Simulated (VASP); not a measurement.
Wanted: the native input for a VASP 6.6.1 run.

* Task: single point
* Functional: PBE
* Potentials or basis: VASP PAW PBE potentials, release 64 (Ga_d, P)
* Cutoff: 520 eV
* k mesh: 6 × 6 × 4
* Occupations: gaussian, width 0.05 eV
* Spin: no spin polarisation
* Dipole correction: no
* Further INCAR settings: ALGO = Normal; EDIFF = 1e-06; NBANDS = 26

The structure of GaP lies in POSCAR:

```
GaP
1.0
    0.0000000000     -2.7525368107     -2.7525368107
    0.0000000000      2.7525368107     -2.7525368107
    5.5050736214      0.0000000000      0.0000000000
Ga P
2 2
Direct
    0.5000000000      0.5000000000      0.5000000000
    0.0000000000      0.0000000000      0.0000000000
    1.0000000000      0.5000000000      0.2500000000
    0.5000000000      0.0000000000      0.7500000000
```

These files were run (other wordings do the same):

INCAR

```
  PREC = Accurate
  ENCUT = 520
  EDIFF = 1E-6
  ISMEAR = 0
  SIGMA = 0.05
  LREAL = F
  LASPH = T
  NELM = 100
  ALGO = Normal
  ISIF = 2
  LWAVE = F
  LCHARG = F
  GGA = PE
  NBANDS = 26
```

KPOINTS

```
regular mesh
0
Gamma
  6 6 4
```

Potentials or basis: VASP PAW PBE potentials, release 64 (Ga_d, P).

Command:

```console
$ cat potpaw_PBE.64/Ga_d/POTCAR potpaw_PBE.64/P/POTCAR > POTCAR
$ mpirun -np 1 vasp_std > vasp.out
```

Results of the run:

```yaml
Pressure: 0.0 GPa
Band_gap_on_the_k_mesh: 1.58 eV
```

It took 46 s on 1 thread of Intel(R) Xeon(R) Platinum 8259CL CPU @ 2.50GHz (Skylake/Cascade Lake) (shared host), peak memory 0.21 GiB.
